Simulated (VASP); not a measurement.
# CdSe (P6_3mc) in VASP: relaxation of cell and atoms with PBEsol

Aim: the relaxation of cell and atoms of CdSe with PBEsol.

All numbers are computed with VASP 6.6.1; they aren't measurements. Logs are shortened: lines on timing, memory, paths and dates and some standing lists are left out, and cuts for length are marked.

## 1. The cell of the first run

It takes space group P6_3mc (No. 186, hexagonal). The conventional cell has a = 4.262 Å, b = 4.262 Å, c = 6.956 Å, α = 90.00°, β = 90.00°, γ = 120.00°. Cd (site symmetry 3m) has 4 Se at 2.61 Å within 3.4 Å. Se (site symmetry 3m) has 4 Cd at 2.61 Å within 3.4 Å.

## 2. Relaxation of cell and atoms, PBEsol, target pressure 3 GPa, at which the enthalpy is minimised

Input file INCAR:

```
SYSTEM = CdSe
  PREC = Accurate
  ENCUT = 600
  EDIFF = 1E-7
  ISMEAR = 0
  SIGMA = 0.02
  LREAL = .FALSE.
  LASPH = .TRUE.
  NELM = 100
  ALGO = Normal
  ISIF = 3
  LWAVE = .FALSE.
  LCHARG = .FALSE.
  GGA = PS
  IBRION = 2
  NSW = 70
  EDIFFG = -0.008
  PSTRESS = 30.0
```

Input file KPOINTS:

```
regular mesh
0
G
  12 12 6
  0 0 0
```

Input file POSCAR:

```
CdSe
1.0
    4.2621616982      0.0000000000      0.0000000000
   -2.1310808491      3.6911403056      0.0000000000
    0.0000000000      0.0000000000      6.9560413500
Cd Se
2 2
Direct
    0.6666666667      0.3333333333      0.5000571731
    0.3333333333      0.6666666667      1.0000571731
    0.6666666667      0.3333333333      0.8758028269
    0.3333333333      0.6666666667      0.3758028269
```

Potentials or basis: VASP PAW PBE potentials, release 64 (Cd, Se).

Run with:

```bash
> cat potpaw_PBE.64/Cd/POTCAR potpaw_PBE.64/Se/POTCAR > POTCAR
> mpirun -np 1 vasp_std > vasp.out
```

OUTCAR:

```text
SYSTEM = CdSe
   PREC = Accurate
   ENCUT = 600
   EDIFF = 1E-7
   ISMEAR = 0
   LREAL = .FALSE.
   LASPH = .TRUE.
   NELM = 100
   ISIF = 3
   GGA = PS
   IBRION = 2
   NSW = 70
   EDIFFG = -0.008
   PSTRESS = 30.0

 ion  position               nearest neighbor table
   1  0.667  0.333  0.500-   4 2.61   4 2.61   4 2.61   3 2.61
   2  0.333  0.667  0.000-   3 2.61   3 2.61   3 2.61   4 2.61
   3  0.667  0.333  0.876-   2 2.61   2 2.61   2 2.61   1 2.61
   4  0.333  0.667  0.376-   1 2.61   1 2.61   1 2.61   2 2.61

  LATTYP: Found a hexagonal cell.
 ALAT       =     4.2621616982
 C/A-ratio  =     1.6320453898

  Lattice vectors:

 A1 = (   4.2621616982,   0.0000000000,   0.0000000000)
 A2 = (  -2.1310808491,   3.6911403056,   0.0000000000)
 A3 = (   0.0000000000,   0.0000000000,   6.9560413500)

Analysis of symmetry for initial positions (statically):
=====================================================================
 Subroutine PRICEL returns:
 Original cell was already a primitive cell.

 Routine SETGRP: Setting up the symmetry group for a
 hexagonal supercell.

 Subroutine GETGRP returns: Found 12 space group operations
 (whereof  6 operations were pure point group operations)
 out of a pool of 24 trial point group operations.

The static configuration has the point symmetry C_3v.
 The point group associated with its full space group is C_6v.

Analysis of symmetry for dynamics (positions and initial velocities):
=====================================================================
 Subroutine PRICEL returns:
 Original cell was already a primitive cell.

 Routine SETGRP: Setting up the symmetry group for a
 hexagonal supercell.

 Subroutine GETGRP returns: Found 12 space group operations
 (whereof  6 operations were pure point group operations)
 out of a pool of 24 trial point group operations.

The dynamic configuration has the point symmetry C_3v.
 The point group associated with its full space group is C_6v.

 Subroutine INISYM returns: Found 12 space group operations
 (whereof  6 operations are pure point group operations),
 and found     1 'primitive' translations

----------------------------------------------------------------------------------------

                                     Primitive cell

  volume of cell :     109.4341

  direct lattice vectors                    reciprocal lattice vectors
     4.262161698  0.000000000  0.000000000     0.234622727  0.135459495  0.000000000
    -2.131080849  3.691140306  0.000000000     0.000000000  0.270918989  0.000000000
     0.000000000  0.000000000  6.956041350     0.000000000  0.000000000  0.143759927

  length of vectors
     4.262161698  4.262161698  6.956041350     0.270918989  0.270918989  0.143759927

  position of ions in fractional coordinates (direct lattice)
     0.666666667  0.333333333  0.500057173
     0.333333333  0.666666667  0.000057173
     0.666666667  0.333333333  0.875802827
     0.333333333  0.666666667  0.375802827

  ion indices of the primitive-cell ions
   primitive index   ion index
                 1           1
                 2           2
                 3           3
                 4           4

----------------------------------------------------------------------------------------

 KPOINTS: regular mesh

Automatic generation of k-mesh.
 Grid dimensions read from file:
 generate k-points for:   12   12    6

 Generating k-lattice:

  Cartesian coordinates                     Fractional coordinates (reciprocal lattice)
     0.019551894  0.011288291  0.000000000     0.083333333  0.000000000  0.000000000
     0.000000000  0.022576582  0.000000000     0.000000000  0.083333333  0.000000000
     0.000000000  0.000000000  0.023959988     0.000000000  0.000000000  0.166666667

  Length of vectors
     0.022576582  0.022576582  0.023959988

  Shift w.r.t. Gamma in fractional coordinates (k-lattice)
     0.000000000  0.000000000  0.000000000

 Subroutine IBZKPT returns following result:
 ===========================================

 Found     76 irreducible k-points:

 Following reciprocal coordinates:
            Coordinates               Weight
  0.000000  0.000000  0.000000      1.000000
  0.083333 -0.000000  0.000000      6.000000
  0.166667 -0.000000  0.000000      6.000000
  0.250000 -0.000000  0.000000      6.000000
  0.333333  0.000000  0.000000      6.000000
  0.416667 -0.000000  0.000000      6.000000
[... 16 lines left out ...]
  0.250000 -0.000000  0.166667     12.000000
  0.333333  0.000000  0.166667     12.000000
 [... further k-points ...]
   k-points           NKPTS =     76   k-points in BZ     NKDIM =     76   number of bands    NBANDS=     22
   number of dos      NEDOS =    301   number of ions     NIONS =      4
   total plane-waves  NPLWV =  72576
   dimension x,y,z NGX =    36 NGY =   36 NGZ =   56
   dimension x,y,z NGXF=    72 NGYF=   72 NGZF=  112
   ions per type =               2   2
   NGX,Y,Z   is equivalent  to a cutoff of  14.04, 14.04, 13.38 a.u.
   NGXF,Y,Z  is equivalent  to a cutoff of  28.08, 28.08, 26.77 a.u.
 SYSTEM =  CdSe
   PREC   = accura    normal or accurate (medium, high low for compatibility)
   ISTART =      0    job   : 0-new  1-cont  2-samecut
   ICHARG =      2    charge: 1-file 2-atom 10-const
   ISPIN  =      1    spin polarized calculation?
   LNONCOLLINEAR =      F non collinear calculations
   LSORBIT =      F    spin-orbit coupling
   LASPH  =      T    aspherical Exc in radial PAW
   ENCUT  =  600.0 eV  44.10 Ry    6.64 a.u.   8.51  8.51 13.89*2*pi/ulx,y,z
   NELM   =    100;   NELMIN=  2; NELMDL= -5     # of ELM steps
   EDIFF  = 0.1E-06   stopping-criterion for ELM
   LREAL  =      F    real-space projection
   EDIFFG = -.8E-02   stopping-criterion for IOM
   NSW    =     70    number of steps for IOM
   IBRION =      2    ionic relax: 0-MD 1-quasi-New 2-CG
   NFREE  =      1    steps in history (QN), initial steepest desc. (CG)
   ISIF   =      3    stress and relaxation
   ISYM   =      2    0-nonsym 1-usesym 2-fastsym
   POTIM  = 0.5000    time-step for ionic-motion
   TEBEG  =    0.0;   TEEND  =   0.0 temperature during run
   PSTRESS=   30.0 pullay stress
   NELECT =      36.0000    total number of electrons
   NUPDOWN=      -1.0000    fix difference up-down
   EMIN   =  10.00;   EMAX   =-10.00  energy-range for DOS
   EFERMI =   0.00;   METHOD = LEGACY
   ISMEAR =     0;   SIGMA  =   0.02  broadening in eV -4-tet -1-fermi 0-gaus
   EFERMI_NEDOS =   21; number of points for ismear=-14 and -15
   IALGO  =     38    algorithm
   IMIX   =      4    mixing-type and parameters
     AMIX     =   0.40;   BMIX     =  1.00
     AMIX_MAG =   1.60;   BMIX_MAG =  1.00
  volume/ion in A,a.u.               =      27.36       184.62
  Fermi-wavevector in a.u.,A,eV,Ry     =   1.130121  2.135618 17.376987  1.277173
  Thomas-Fermi vector in A             =   2.266816
   LORBIT       =      0    0 simple, 1 ext, 2 COOP (PROOUT), +10 PAW based schemes
   GGA     = PS    functional components
   LHFCALC =     F    Hartree Fock is set to
   AEXX    =    0.0000 exact exchange contribution
   IVDW    =     0    specifies the selected vdW correction
   LEPSILON=     F    determine dielectric tensor
   LRPA    =     F    only Hartree local field effects (RPA)
 conjugate gradient relaxation of ions
 non-spin polarized calculation
 Gauss-broadening in eV      SIGMA  =   0.02
  energy-cutoff  :      600.00
  volume of cell :      109.43
 maximum number of plane-waves:      3706
 NGX is ok and might be reduce to    36
   NGX = 17   NGY = 17   NGZ = 27

--------------------------------------- Ionic step        1  -------------------------------------------

 number of electron      36.0000002 magnetization

 Free energy of the ion-electron system (eV)
  ---------------------------------------------------
  ext. energy  EPLUGINS =         0.00000000
  ---------------------------------------------------
  free energy    TOTEN  =       -12.33064959 eV

  energy without entropy =      -12.33064959  energy(sigma->0) =      -12.33064959

------------------------ aborting loop because EDIFF is reached ----------------------------------------

  FORCE on cell =-STRESS in cart. coord.  units (eV):
  Direction    XX          YY          ZZ          XY          YZ          ZX
  --------------------------------------------------------------------------------------
  -------------------------------------------------------------------------------------
  Total        1.2826345      1.2826345      1.2893516      0.0000000      0.0000000      0.0000000
  in kB       18.7784990     18.7784990     18.8768415      0.0000000      0.0000000      0.0000000
  external PRESSURE =     -11.1887202 kB  Pullay stress =      30.0000000 kB

 VOLUME and BASIS-vectors are now :
 -----------------------------------------------------------------------------
  energy-cutoff  :      600.00
  volume of cell :      109.43
      direct lattice vectors                 reciprocal lattice vectors
     4.262161698  0.000000000  0.000000000     0.234622727  0.135459495  0.000000000
    -2.131080849  3.691140306  0.000000000     0.000000000  0.270918989  0.000000000
     0.000000000  0.000000000  6.956041350     0.000000000  0.000000000  0.143759927
[... 50 lines left out ...]
  FREE ENERGIE OF THE ION-ELECTRON SYSTEM (eV)
  ---------------------------------------------------
  free  energy   TOTEN  =       -12.2791069394 eV

  energy  without entropy=      -12.2791069394  energy(sigma->0) =      -12.27910694

  enthalpy is  TOTEN    =       -10.2861458154 eV   P V=        1.9929611240

--------------------------------------- Ionic step        3  -------------------------------------------

 number of electron      36.0000009 magnetization

 Free energy of the ion-electron system (eV)
  ---------------------------------------------------
  ext. energy  EPLUGINS =         0.00000000
  ---------------------------------------------------
  free energy    TOTEN  =       -12.30144908 eV

  energy without entropy =      -12.30144908  energy(sigma->0) =      -12.30144908

 E-fermi :   1.2829     XC(G=0):  -9.3012

 val. band max:        1.1901193067   @ k =   0.0000   0.0000   0.0000
 cond. band min:       1.8266461045   @ k =   0.0000   0.0000   0.0000
 fundamental gap:      0.6365267978
 Fermi energy:         1.2829459417

 k-point     1 :       0.0000    0.0000    0.0000
  band No.  band energies     occupation
      1     -11.7122      2.00000
      2     -11.2839      2.00000
      3      -6.8871      2.00000
      4      -6.8793      2.00000
      5      -6.8793      2.00000
      6      -6.8018      2.00000
[... 14 lines left out ...]
     21       6.9627      0.00000
     22       6.9627      0.00000
[... 552 lines left out ...]
  band No.  band energies     occupation
      1     -11.3967      2.00000
      2     -11.1861      2.00000
      3      -6.8065      2.00000
      4      -6.7858      2.00000
      5      -6.6958      2.00000
      6      -6.6691      2.00000
[... 14 lines left out ...]
     21       6.3492      0.00000
     22       6.6182      0.00000

 [... further k-points ...]

------------------------ aborting loop because EDIFF is reached ----------------------------------------

  FORCE on cell =-STRESS in cart. coord.  units (eV):
  Direction    XX          YY          ZZ          XY          YZ          ZX
  --------------------------------------------------------------------------------------
  -------------------------------------------------------------------------------------
  Total        2.0096934      2.0096934      2.0243872      0.0000000     -0.0000000      0.0000000
  in kB       29.9497201     29.9497201     30.1686959      0.0000000     -0.0000000      0.0000000
  external PRESSURE =       0.0227120 kB  Pullay stress =      30.0000000 kB

 VOLUME and BASIS-vectors are now :
 -----------------------------------------------------------------------------
  energy-cutoff  :      600.00
  volume of cell :      107.51
      direct lattice vectors                 reciprocal lattice vectors
     4.236956839  0.000000000  0.000000000     0.236018453  0.136265318 -0.000000000
    -2.118478420  3.669312257 -0.000000000     0.000000000  0.272530635 -0.000000000
     0.000000000  0.000000000  6.915266378     0.000000000  0.000000000  0.144607589

 POSITION                                       TOTAL-FORCE (eV/Angst)
 -----------------------------------------------------------------------------------
      2.11848      1.22310      3.45819         0.000000      0.000000      0.006402
     -0.00000      2.44621      0.00055         0.000000      0.000000      0.006402
      2.11848      1.22310      6.05625         0.000000     -0.000000     -0.006402
     -0.00000      2.44621      2.59862        -0.000000     -0.000000     -0.006402
 -----------------------------------------------------------------------------------
    total drift:                               -0.000000     -0.000000     -0.000223

  FREE ENERGIE OF THE ION-ELECTRON SYSTEM (eV)
  ---------------------------------------------------
  free  energy   TOTEN  =       -12.3014490838 eV

  energy  without entropy=      -12.3014490838  energy(sigma->0) =      -12.30144908

  enthalpy is  TOTEN    =       -10.2883817672 eV   P V=        2.0130673166

 reached required accuracy - stopping structural energy minimisation
```

Run time: 6.9 min. Hardware: 1 thread of Intel Xeon Platinum 8259CL at 2.50GHz (Skylake/Cascade Lake), shared host; peak memory 0.4 GiB.

What came out:

| Quantity | Value |
| --- | --- |
| Free energy | -12.3014 eV |
| Relaxed volume | 26.88 Å³/atom |
| Relaxed cell | a = 4.237 Å, b = 4.237 Å, c = 6.915 Å, α = 90.00°, β = 90.00°, γ = 120.00° |
| Space group after relaxing (to 0.1 Å) | P6_3mc (No. 186) |
| Energy change on relaxing (the run minimises the enthalpy) | +7.3 meV/atom |
| Ionic steps | 3 |
| Pressure after relaxing | 3.0 GPa |
| Largest force after relaxing | 0.006 eV/Å |
| Band gap on the k mesh | 0.64 eV |

Forces on the atoms (eV/Å):
```
Cd   0.000  0.000  0.006
Cd   0.000  0.000  0.006
Se   0.000  0.000 -0.006
Se   0.000  0.000 -0.006
```

Step by step:
```tsv
step	energy change (eV)	largest force (eV/Å)	pressure (GPa)	volume (Å³)
1	0.0000	0.0051	1.88	109.43
2	0.0515	0.0070	3.68	106.44
3	0.0292	0.0064	3.00	107.51
```

Final structure:
```cif
data_structure
_symmetry_space_group_name_H-M 'P 1'
_symmetry_Int_Tables_number 1
_cell_length_a 4.2370
_cell_length_b 4.2370
_cell_length_c 6.9153
_cell_angle_alpha 90.000
_cell_angle_beta 90.000
_cell_angle_gamma 120.000
_cell_volume 107.51
loop_
_atom_site_label
_atom_site_type_symbol
_atom_site_fract_x
_atom_site_fract_y
_atom_site_fract_z
_atom_site_occupancy
Cd1 Cd 0.66667 0.33333 0.50008 1
Cd2 Cd 0.33333 0.66667 0.00008 1
Se1 Se 0.66667 0.33333 0.87578 1
Se2 Se 0.33333 0.66667 0.37578 1
```

Levels at points of the mesh, in eV from the valence-band top:
```
           k point  band 14  band 15  band 16  band 17  band 18  band 19  band 20  band 21  band 22
(0.00, 0.00, 0.00)    -0.84    -0.84    -0.06     0.00     0.00     0.64     2.14     5.77     5.77
(0.50, 0.00, 0.00)    -3.89    -2.92    -2.05    -1.49    -0.84     3.21     3.21     4.64     6.23
(0.00, 0.00, 0.50)    -2.83    -0.44    -0.44    -0.44    -0.44     2.36     2.36     5.81     5.81
(0.50, 0.00, 0.50)    -4.52    -1.50    -1.50    -1.49    -1.49     2.83     2.83     4.76     4.76
```

Caveat: the cell is relaxed towards a set pressure, so the run minimises the enthalpy, not the energy; semilocal functionals underestimate gaps, and a narrow one can read as zero; the PAW data sets were made with another functional, which shifts forces and pressure a little.
